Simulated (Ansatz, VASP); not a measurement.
Two plane-wave programs on Te2Mo

```xyz
3
Lattice="3.4911 0.0000 0.0000 -1.7455 3.0234 0.0000 0.0000 0.0000 18.3151" Properties=species:S:1:pos:R:3 pbc="T T T"
Te    0.0000    2.0156   16.5117
Te    0.0000    2.0156    1.8034
Mo    0.0000    0.0000    0.0000
```

Change from the starting cell: strain along c alone, the other axes held, atoms relaxed: +4.5 %.

Alike in both runs: functional PBEsol; k mesh 12 × 12 × 2; occupations gaussian, width 0.02 eV; no spin polarisation.

Ansatz relaxed the structure, and its values are those at the end. VASP's run is a single point on that final structure, the one shown.

|  | VASP | Ansatz |
| --- | --- | --- |
| version | VASP 6.6.1 | Ansatz 0.2.0 |
| potentials or method | VASP PAW PBE potentials, release 64 (Te, Mo_sv), cutoff 520 eV | scalar-relativistic, plane waves, PAW |
| valence electrons in the cell | 26 | 46 |

|  | VASP | Ansatz | Ansatz less VASP |
| --- | --- | --- | --- |
| gap on the k mesh at the Fermi level (eV) | 1.20 | 1.20 | +0.001 |
| least direct gap on the mesh (eV) | 1.20 | 1.20 | +0.001 |
| rms of the force components (eV/Å) | 0.014 | 0.000 | -0.0140 |

VASP's potentials were made for PBE, not for PBEsol. VASP's potentials hold 26 valence electrons a cell and Ansatz's 46, so a difference there can come from the potentials and not from the codes. Ansatz's warnings: stress scf threshold loose.

Neither program's run includes spin-orbit coupling.
